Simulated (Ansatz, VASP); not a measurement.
# One calculation of ZnS, two programs

File INCAR:

```
ALGO     = Normal         # electronic algorithm
EDIFF    = 1E-7           # SCF threshold, eV
ENCUT    = 520            # plane-wave cutoff, eV
GGA      = PE             # functional
ISIF     = 2              # what is computed and relaxed
ISMEAR   = 0              # smearing method
LASPH    = T              # aspherical terms in the spheres
LCHARG   = F              # write CHGCAR
LREAL    = F              # projectors in reciprocal space
LWAVE    = F              # write WAVECAR
NBANDS   = 16             # bands
NELM     = 60             # most SCF steps
PREC     = Accurate       # precision mode
SIGMA    = 0.1            # smearing width, eV
```

The input KPOINTS:

```
k-points
0
Gamma
  6 6 6
```

The input POSCAR:

```
ZnS
1.0
    1.9484631500      1.1249457200      3.0055281800
   -1.9484631500      1.1249457200      3.0055281800
    0.0000000000     -2.2498914500      3.0055281800
Zn S
1 1
Direct
    0.9850573900      0.9850573900      0.9850573900
    0.7649426100      0.7649426100      0.7649426100
```

Input for Ansatz:

```yaml
crystal:
  lattice:
    - [1.94846315, 1.12494572, 3.00552818]
    - [-1.94846315, 1.12494572, 3.00552818]
    - [0.0, -2.24989145, 3.00552818]
  atoms:
    - { symbol: Zn, position: [0.98505739, 0.98505739, 0.98505739] }
    - { symbol: S, position: [0.76494261, 0.76494261, 0.76494261] }
basis:
  ecutwfc: 420
kpoints:
  mp_grid: { grid: [6, 6, 6] }
hamiltonian:
  xc: pbe
scf:
  occupations: { method: gaussian, width: 0.1 }
  lower_state_search: "off"
output:
  forces: true
  stress: true
  eigenvalues: true
```

Alike in both runs: task single point; functional PBE; k mesh 6 × 6 × 6; occupations gaussian, width 0.1 eV; no spin polarisation.

|  | VASP | Ansatz |
| --- | --- | --- |
| version | VASP 6.6.1 | Ansatz 0.2.0 |
| potentials or method | VASP PAW PBE potentials, release 64 (Zn, S), cutoff 520 eV | scalar-relativistic, plane waves, PAW |
| valence electrons in the cell | 18 | 18 |

|  | VASP | Ansatz | Ansatz less VASP |
| --- | --- | --- | --- |
| gap on the k mesh at the Fermi level (eV) | 2.09 | 2.07 | -0.012 |
| least direct gap on the mesh (eV) | 2.09 | 2.07 | -0.012 |
| pressure (GPa) | 9.2 | 9.1 | -0.16 |
| traceless stress, the component that is largest in VASP (GPa) | 24.51 | 24.41 | -0.100 |
| rms of the force components (eV/Å) | 2.639 | 2.627 | -0.0114 |

Atom by atom the forces differ by 0.011 eV/Å (rms over components). The functional is the same, so the differences come from potentials, cutoffs and numerics.
